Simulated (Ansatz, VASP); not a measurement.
# MnB6 in VASP and in Ansatz

```
CELL_PARAMETERS angstrom
0.00000 0.00000 3.61997
2.54177 -2.92261 0.00000
2.54177 2.92261 0.00000
ATOMIC_POSITIONS crystal
Mn 0.00000 0.00000 0.00000
B 0.25384 0.50000 0.00000
B 0.74616 0.00000 0.50000
B 0.74616 0.50000 0.00000
B 0.25384 0.00000 0.50000
B 0.50000 0.80153 0.80153
B 0.50000 0.19847 0.19847
```

Alike in both runs: task single point; functional PBE; k mesh 6 × 6 × 6; occupations gaussian, width 0.2 eV; no spin polarisation.

|  | VASP | Ansatz |
| --- | --- | --- |
| version | VASP 6.6.1 | Ansatz 0.2.0 |
| potentials or method | VASP PAW PBE potentials, release 64 (Mn_pv, B), cutoff 520 eV | scalar-relativistic, plane waves, PAW |
| valence electrons in the cell | 31 | 33 |

|  | VASP | Ansatz | Ansatz less VASP |
| --- | --- | --- | --- |
| gap on the k mesh at the Fermi level (eV) | none | none | - |
| pressure (GPa) | 0.1 | 0.1 | 0.00 |
| traceless stress, the component that is largest in VASP (GPa) | -0.23 | -0.21 | +0.015 |
| rms of the force components (eV/Å) | 0.006 | 0.005 | -0.0010 |

Atom by atom the forces differ by 0.002 eV/Å (rms over components). A gap of «none» marks a metal or a gap that the smearing closes. The functional is the same, so the differences come from potentials, cutoffs and numerics. VASP's potentials hold 31 valence electrons a cell and Ansatz's 33, so a difference there can come from the potentials and not from the codes.
